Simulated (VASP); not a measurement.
## VN2: single point with PBE

VN2:

```
CELL_PARAMETERS angstrom
-2.20718 2.20718 2.54635
2.20718 -2.20718 2.54635
2.20718 2.20718 -2.54635
ATOMIC_POSITIONS crystal
V 0.25000 0.25000 0.00000
V 0.75000 0.75000 0.00000
N 0.11357 0.61357 0.72715
N 0.61357 0.88643 0.50000
N 0.88643 0.38643 0.27285
N 0.38643 0.11357 0.50000
```

This cell differs from its parent crystal: strain +0.025 along x and y, +0.025 along z.

```yaml
Program: VASP 6.6.1
Task: single point
Functional: PBE
Potentials_or_basis: VASP PAW PBE potentials, release 64 (V_sv, N)
Cutoff: 520 eV
k_mesh: 16 × 16 × 16
Occupations: gaussian, width 0.15 eV
Spin: no spin polarisation
Dipole_correction: no
Further_INCAR_settings: ALGO = Normal; EDIFF = 1e-07; NBANDS = 32
```

```yaml
Pressure: -20.1 GPa
Largest_force: 0.487 eV/Å
Band_gap_on_the_k_mesh: zero (bands 23 and 24 overlap by 0.36 eV)
```

Forces in eV/Å, atoms in the order of the input:
```
V    0.000  0.000  0.000
V    0.000  0.000  0.000
N   -0.345 -0.345  0.000
N    0.345 -0.345  0.000
N    0.345  0.345  0.000
N   -0.345  0.345  0.000
```

Stress tensor (GPa, compression positive):
```
-21.40   0.00   0.00
  0.00 -21.40   0.00
  0.00   0.00 -17.63
```

Levels at points of the mesh, in eV from the Fermi level:
```
           k point  band 21  band 22  band 23  band 24  band 25  band 26
(0.00, 0.00, 0.00)    -2.37    -2.30    -2.30     0.70     0.91     0.91
(0.50, 0.00, 0.00)    -2.78    -2.78     0.16     0.16     0.66     0.66
(0.50, 0.50, 0.00)    -2.44    -2.31    -1.19    -0.02     0.78     1.01
(0.50, 0.50, 0.50)    -1.82    -0.18    -0.15    -0.05    -0.05     0.05
```

Run time: 11 min on 1 thread of Intel Xeon 8259CL, on a shared host, peak memory 0.51 GiB.

Caveat: the cell differs from its parent crystal (strain +0.025 along x and y, +0.025 along z); the cell stands under tension; the run has no spin polarisation, though such a crystal can be magnetic.
